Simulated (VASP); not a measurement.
Wanted: the native input for a VASP 6.6.1 run.

- Task: single point
- Functional: LDA
- Potentials or basis: VASP PAW LDA potentials, release 64 (W_sv, S)
- Cutoff: 520 eV
- k mesh: 12 × 12 × 4
- Occupations: gaussian, width 0.05 eV
- Spin: no spin polarisation
- Dipole correction: no
- Further INCAR settings: ALGO = Normal; EDIFF = 1e-06; NBANDS = 35

The structure of WS2 lies in POSCAR:

```
WS2
1.0
    3.1541676745      0.0000000000      0.0000000000
   -1.5770838372      2.7315893339      0.0000000000
    0.0000000000      0.0000000000     12.2592083320
W S
2 4
Direct
    0.3333333333      0.6666666667      0.2500000000
    0.6666666667      0.3333333333      0.7500000000
    0.3333333333      0.6666666667      0.6282872193
    0.6666666667      0.3333333333      0.1282872193
    0.3333333333      0.6666666667      0.8717127807
    0.6666666667      0.3333333333      0.3717127807
```

This cell differs from its parent crystal: atoms shifted along a free coordinate.

These files were run (other wordings do the same):

INCAR

```
SYSTEM = WS2
  PREC = Accurate
  ENCUT = 520
  EDIFF = 1E-6
  ISMEAR = 0
  SIGMA = 0.05
  LREAL = .FALSE.
  LASPH = .TRUE.
  NELM = 80
  ALGO = Normal
  ISIF = 2
  LWAVE = .FALSE.
  LCHARG = .FALSE.
  GGA = CA
  NBANDS = 35
```

KPOINTS

```
Automatic mesh
0
G
  12 12 4
  0 0 0
```

Potentials or basis: VASP PAW LDA potentials, release 64 (W_sv, S).

Launch:

```console
$ cat potpaw_LDA.64/W_sv/POTCAR potpaw_LDA.64/S/POTCAR > POTCAR
$ mpirun -np 1 vasp_std > vasp.out
```

It gave:

* Pressure: 5.6 GPa
* Largest force: 1.412 eV/Å
* Band gap on the k mesh: 0.69 eV (least direct gap 1.63 eV)

Caveat: the cell differs from its parent crystal (atoms shifted along a free coordinate); the stress differs along the axes, from 2 to 12 GPa; spin-orbit coupling is left out, which moves the levels of the heavy elements; forces of over 1 eV/Å act on the atoms, so gaps and moduli don't describe the material at rest.

It took 110 s on 1 thread of Intel(R) Xeon(R) Platinum 8488C (Sapphire Rapids), on a shared host, peak memory 0.29 GiB.
